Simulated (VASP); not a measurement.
C, 2 atoms in the cell. The cell holds a slab with vacuum, 2 atoms: a = 2.466 Å, b = 2.466 Å, c = 17.500 Å, α = 90.00°, β = 90.00°, γ = 120.00°. 

| Quantity | Value |
| --- | --- |
| Program | VASP 6.6.1 |
| Task | single point |
| Functional | PBE |
| Dispersion | D3(BJ) |
| Potentials or basis | VASP PAW PBE potentials, release 64 (C) |
| Cutoff | 520 eV |
| k mesh | 15 × 15 × 1 |
| Occupations | gaussian, width 0.1 eV |
| Spin | no spin polarisation |
| Dipole correction | yes |
| Further INCAR settings | ALGO = Normal; EDIFF = 1e-06; NBANDS = 11; NELMDL = -8 |

Potentials or basis: VASP PAW PBE potentials, release 64 (C).

Command:

```sh
$ cat potpaw_PBE.64/C/POTCAR > POTCAR
$ mpirun -np 1 vasp_std > vasp.out
```

Hardware: 1 thread of Intel(R) Xeon(R) Platinum 8375C CPU @ 2.90GHz (Ice Lake), with other jobs on the host.

Task: Estimate the wall time of this run.

Result: Wall time 28 s on 1 thread of Intel(R) Xeon(R) Platinum 8375C CPU @ 2.90GHz (Ice Lake), with other jobs on the host, peak memory 0.2 GiB. Counts: scf iterations 22, k points 27.
